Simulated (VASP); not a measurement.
Set up this calculation in VASP 6.6.1, as the native input.

```yaml
Task: electric field gradients
Functional: LDA
Potentials_or_basis: VASP PAW LDA potentials, release 64 (Sr_sv, Cl)
Cutoff: 520 eV
k_mesh: 8 × 8 × 8
Occupations: fermi-dirac, width 0.01 eV
Spin: no spin polarisation
Dipole_correction: no
Further_INCAR_settings: ALGO = Normal; EDIFF = 1e-08; NBANDS = 19
```

The structure of SrCl2 lies in POSCAR:

```
SrCl2
1.0
    0.0000000000      3.5085834542      3.5085834542
    3.5085834542      0.0000000000      3.5085834542
    3.5085834542      3.5085834542      0.0000000000
Sr Cl
1 2
Direct
    0.0000000000      0.0000000000      0.0000000000
    0.2500000000      0.2500000000      0.2500000000
    0.7500000000      0.7500000000      0.7500000000
```

This cell differs from its parent crystal: volume scaled by 1.02.

The input as run:

INCAR

```
  PREC = Accurate
  ENCUT = 520
  EDIFF = 1E-8
  ISMEAR = -1
  SIGMA = 0.01
  LREAL = False
  LASPH = True
  NELM = 80
  ALGO = Normal
  ISIF = 2
  LWAVE = False
  LCHARG = False
  GGA = CA
  LEFG = True
  NBANDS = 19
```

KPOINTS

```
regular mesh
0
Gamma
  8 8 8
```

Potentials or basis: VASP PAW LDA potentials, release 64 (Sr_sv, Cl).

The run is started by

```bash
$ cat potpaw_LDA.64/Sr_sv/POTCAR potpaw_LDA.64/Cl/POTCAR > POTCAR
$ mpirun -np 1 vasp_std > vasp.out
```

It gave:

The pressure is -3.2 GPa and the band gap on the k mesh is 4.82 eV, indirect (least direct gap 5.16 eV).

Caveat: without QUAD_EFG the Cq values of the log hold for a quadrupole moment of 1 mb, not for the nuclei.

Wall time 55 s on 1 thread of Intel(R) Xeon(R) Platinum 8488C (Sapphire Rapids), on a shared host, peak memory 0.21 GiB.
